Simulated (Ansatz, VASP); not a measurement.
One calculation of Cu4Mo, two programs

```
Cu Mo
1.0
    -2.37077    2.37077    3.59644
     2.37077   -2.37077    3.59644
     2.37077    2.37077   -3.59644
Cu Mo
4 1
Direct
  0.66325 0.66325 0.00000
  0.50000 0.00000 0.50000
  0.00000 0.50000 0.50000
  0.33675 0.33675 0.00000
  0.00000 0.00000 0.00000
```

Change from the starting cell: species swapped into the PbF4 type (I4/mmm, No. 139).

Alike in both runs: functional PBE; k mesh 12 × 12 × 12; occupations gaussian, width 0.1 eV; no spin polarisation.

Ansatz relaxed the structure, and its values are those at the end. VASP's run is a single point on that final structure, the one shown.

|  | VASP | Ansatz |
| --- | --- | --- |
| version | VASP 6.6.1 | Ansatz 0.2.0 |
| potentials or method | VASP PAW PBE potentials, release 64 (Cu, Mo_sv), cutoff 520 eV | scalar-relativistic, plane waves, PAW |
| valence electrons in the cell | 58 | 90 |

|  | VASP | Ansatz | Ansatz less VASP |
| --- | --- | --- | --- |
| gap on the k mesh at the Fermi level (eV) | none | none | - |
| pressure (GPa) | 0.4 | 0.0 | -0.36 |
| rms of the force components (eV/Å) | 0.005 | 0.003 | -0.0025 |

A gap of «none» marks a metal or a gap that the smearing closes. VASP's potentials hold 58 valence electrons a cell and Ansatz's 90, so a difference there can come from the potentials and not from the codes.
